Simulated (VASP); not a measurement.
Input of a VASP 6.6.1 run:

Contents of POSCAR:

```
Zn
1.0
   -1.5585062330      1.5585062330      1.5585062330
    1.5585062330     -1.5585062330      1.5585062330
    1.5585062330      1.5585062330     -1.5585062330
Zn
1
Direct
    0.0000000000      0.0000000000      0.0000000000
```

Contents of INCAR.step1:

```
  PREC = Accurate
  ENCUT = 520
  EDIFF = 1E-5
  ISMEAR = -1
  SIGMA = 0.05
  LREAL = False
  LASPH = True
  NELM = 100
  ALGO = Normal
  ISIF = 2
  LWAVE = True
  LCHARG = False
  GGA = PE
  NBANDS = 12
```

INCAR.step2

```
  PREC = Accurate
  ENCUT = 520
  EDIFF = 1E-6
  ISMEAR = -1
  SIGMA = 0.05
  LREAL = False
  LASPH = True
  NELM = 100
  ALGO = Normal
  ISIF = 2
  LWAVE = False
  LCHARG = False
  GGA = PE
  LHFCALC = True
  AEXX = 0.25
  PRECFOCK = Normal
  ISTART = 1
  NBANDS = 12
```

File KPOINTS:

```
Automatic mesh
0
Gamma
  6 6 6
```

Potentials or basis: VASP PAW PBE potentials, release 64 (Zn).

The run is started by

```console
$ cat potpaw_PBE.64/Zn/POTCAR > POTCAR
$ cp INCAR.step1 INCAR
$ mpirun -np 1 vasp_std > vasp.out
$ cp INCAR.step2 INCAR
$ mpirun -np 1 vasp_std > vasp.out
```

What does it give for the pressure?

1.3 GPa.

What does it give for the band gap on the k mesh?

Zero (band 6 reaches 8.40 eV, above the bottom of band 7 at 1.86 eV).

Caveat: the k points lie up to 0.48 Å⁻¹ apart; the PAW data sets were made with another functional, which shifts forces and pressure a little.
